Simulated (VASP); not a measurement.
A run of VASP 6.6.1:

The input INCAR:

```
SYSTEM = Ag2Au
PREC     = Accurate       ! precision mode
ENCUT    = 520            ! plane-wave cutoff, eV
EDIFF    = 1E-7           ! SCF threshold, eV
ISMEAR   = 0              ! smearing method
SIGMA    = 0.1            ! smearing width, eV
LREAL    = .False.        ! projectors in reciprocal space
LASPH    = .True.         ! aspherical terms in the spheres
NELM     = 60             ! most SCF steps
ALGO     = Fast           ! electronic algorithm
ISIF     = 2              ! what is computed and relaxed
LWAVE    = .False.        ! write WAVECAR
LCHARG   = .True.         ! write CHGCAR
GGA      = PE             ! functional
LELF     = .True.         ! ELF
LVHAR    = .True.       
NBANDS   = 42             ! bands
```

Contents of KPOINTS:

```
Automatic mesh
0
Gamma
  8 8 8
  0 0 0
```

Contents of POSCAR:

```
Ag2Au
1.0
    0.0000000000      3.8356883429      3.8356883429
    3.8356883429      0.0000000000      3.8356883429
    3.8356883429      3.8356883429      0.0000000000
Ag Au
4 2
Direct
    0.6250000000      0.6250000000      0.6250000000
    0.1250000000      0.6250000000      0.6250000000
    0.6250000000      0.6250000000      0.1250000000
    0.6250000000      0.1250000000      0.6250000000
    0.0000000000      0.0000000000      0.0000000000
    0.2500000000      0.2500000000      0.2500000000
```

Potentials or basis: VASP PAW PBE potentials, release 64 (Ag, Au).

Launch:

```console
$ cat potpaw_PBE.64/Ag/POTCAR potpaw_PBE.64/Au/POTCAR > POTCAR
$ mpirun -np 1 vasp_std > vasp.out
```

Hardware: 1 thread of Intel(R) Xeon(R) Platinum 8375C CPU @ 2.90GHz (Ice Lake), on a shared host.

How long does it take, and how much memory?

It took 110 s on 1 thread of Intel(R) Xeon(R) Platinum 8375C CPU @ 2.90GHz (Ice Lake), with other jobs on the host, peak memory 0.3 GiB. Counts: scf iterations 15, k points 29.
